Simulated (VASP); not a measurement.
Set up this calculation in VASP 6.6.1, as the native input.

```yaml
Task: single point
Functional: PBE
Potentials_or_basis: VASP PAW PBE potentials, release 64 (Se)
Cutoff: 520 eV
k_mesh: 6 × 6 × 6
Occupations: gaussian, width 0.1 eV
Spin: no spin polarisation
Dipole_correction: no
Further_INCAR_settings: ALGO = Normal; EDIFF = 1e-06; NBANDS = 16
```

The structure of Se lies in POSCAR:

```
Se
1.0
    6.7246237057      0.0000000000      0.0000000000
   -3.3623118529      5.8236949600      0.0000000000
    0.0000000000      0.0000000000      2.3862033437
Se
3
Direct
    0.0000000000      0.0000000000      0.0000000000
    0.3333333333      0.6666666667      0.5000000000
    0.6666666667      0.3333333333      0.5000000000
```

This isn't the form of Se at room conditions, which is trigonal, of chains.

One way to write it, as run:

INCAR

```
SYSTEM = Se
PREC     = Accurate       ! precision mode
ENCUT    = 520            ! plane-wave cutoff, eV
EDIFF    = 1E-6           ! SCF threshold, eV
ISMEAR   = 0              ! smearing method
SIGMA    = 0.1            ! smearing width, eV
LREAL    = .False.        ! projectors in reciprocal space
LASPH    = .True.         ! aspherical terms in the spheres
NELM     = 100            ! most SCF steps
ALGO     = Normal         ! electronic algorithm
ISIF     = 2              ! what is computed and relaxed
LWAVE    = .False.        ! write WAVECAR
LCHARG   = .False.        ! write CHGCAR
GGA      = PE             ! functional
NBANDS   = 16             ! bands
```

KPOINTS

```
regular mesh
0
Gamma
  6 6 6
  0 0 0
```

Potentials or basis: VASP PAW PBE potentials, release 64 (Se).

Launch:

```console
$ cat potpaw_PBE.64/Se/POTCAR > POTCAR
$ mpirun -np 1 vasp_std > vasp.out
```

Results of the run:

```
Pressure               : 0.1 GPa
Band gap on the k mesh : zero (bands 9 and 10 overlap by 1.96 eV)
```

Caveat: the k points lie up to 0.44 Å⁻¹ apart, too coarse for converged energies and pressures of a metal.

Run time: 15 s on 1 thread of Intel(R) Xeon(R) 6975P-C (Granite Rapids), on a shared host, peak memory 0.2 GiB.
